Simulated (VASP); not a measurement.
Wanted: the native input for a VASP 6.6.1 run.

* Task: single point
* Functional: PBE
* Potentials or basis: VASP PAW PBE potentials, release 64 (Al, N)
* Cutoff: 520 eV
* k mesh: 8 × 8 × 6
* Occupations: gaussian, width 0.02 eV
* Spin: no spin polarisation
* Dipole correction: no
* Further INCAR settings: ALGO = Normal; EDIFF = 1e-06; NBANDS = 16

The structure of AlN lies in POSCAR:

```
AlN
1.0
    2.1355394922      2.1355394922      0.0000000000
   -2.1355394922      2.1355394922      0.0000000000
    0.0000000000      0.0000000000      4.2710789844
Al N
2 2
Direct
    0.0000000000      0.0000000000      0.0000000000
    0.5000000000      0.5000000000      0.5000000000
    0.5000000000      0.0000000000      0.2500000000
    0.0000000000      0.5000000000      0.7500000000
```

One way to write it, as run:

INCAR

```
SYSTEM = AlN
PREC = Accurate
ENCUT = 520
EDIFF = 1E-6
ISMEAR = 0
SIGMA = 0.02
LREAL = .False.
LASPH = .True.
NELM = 80
ALGO = Normal
ISIF = 2
LWAVE = .False.
LCHARG = .True.
GGA = PE
LELF = .True.
LVHAR = .True.
NBANDS = 16
```

KPOINTS

```
regular mesh
0
Gamma
  8 8 6
  0 0 0
```

Potentials or basis: VASP PAW PBE potentials, release 64 (Al, N).

Run with:

```sh
$ cat potpaw_PBE.64/Al/POTCAR potpaw_PBE.64/N/POTCAR > POTCAR
$ mpirun -np 1 vasp_std > vasp.out
```

It gave:

```json
{"Pressure": "20.8 GPa", "Band gap on the k mesh": "3.35 eV"}
```

Wall time 13 s on 1 thread of AMD EPYC 9R45 96-Core Processor (Zen 5) (shared host), peak memory 0.13 GiB.
